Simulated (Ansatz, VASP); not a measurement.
**KBr in VASP and in Ansatz**

The input INCAR:

```
SYSTEM = KBr
PREC = Accurate
ENCUT = 500
EDIFF = 1E-7
ISMEAR = 0
SIGMA = 0.15
LREAL = .FALSE.
LASPH = .TRUE.
NELM = 120
ALGO = Normal
ISIF = 3
LWAVE = .FALSE.
LCHARG = .FALSE.
GGA = PE
IBRION = 2
NSW = 36
EDIFFG = -0.08
GGA_COMPAT = .FALSE.
NELMIN = 4
```

The input KPOINTS:

```
Automatic mesh
0
G
  3 3 3
  0 0 0
```

File POSCAR:

```
KBr
1.0
    4.2111348300      0.0000000000      0.0000000000
    0.0000000000      4.2111348300      0.0000000000
    0.0000000000      0.0000000000      4.6980236500
K Br
1 1
Direct
    0.0000000000      0.0000000000      0.0000000000
    0.5000000000      0.5000000000      0.5000000000
```

Input for Ansatz:

```yaml
crystal:
  lattice:
    - [4.21113483, 0.0, 0.0]
    - [0.0, 4.21113483, 0.0]
    - [0.0, 0.0, 4.69802365]
  atoms:
    - { symbol: K, position: [0.0, 0.0, 0.0] }
    - { symbol: Br, position: [0.5, 0.5, 0.5] }
basis:
  ecutwfc: 420
kpoints:
  mp_grid: { grid: [3, 3, 3] }
hamiltonian:
  xc: pbe
scf:
  occupations: { method: gaussian, width: 0.15 }
  lower_state_search: "off"
output:
  forces: true
  stress: true
  eigenvalues: true
relax:
  adjacent_minimum: "off"
  f_tol: 0.08
  max_steps: 16
  cell: { stress_tol: 0.8 }
```

Alike in both runs: task relaxation of cell and atoms; functional PBE; k mesh 3 × 3 × 3; occupations gaussian, width 0.15 eV; no spin polarisation.

|  | VASP | Ansatz |
| --- | --- | --- |
| version | VASP 6.6.1 | Ansatz 0.2.0 |
| potentials or method | VASP PAW PBE potentials, release 64 (K_sv, Br), cutoff 500 eV | scalar-relativistic, plane waves, PAW |
| valence electrons in the cell | 16 | 16 |

```tsv
	VASP	Ansatz	Ansatz less VASP
gap on the k mesh at the Fermi level, each at its own relaxed structure (eV)	3.87	3.94	+0.064
relaxed volume (Å³/atom)	33.92	32.91	-1.008
relaxed cell length with the largest relative difference (Å)	4.076	4.012	-0.0646
```

The k mesh is coarse, so the values compare programs but aren't converged. Noted on VASP's run: the volume moved by over 15 % at a fixed basis, so the end points are rough.
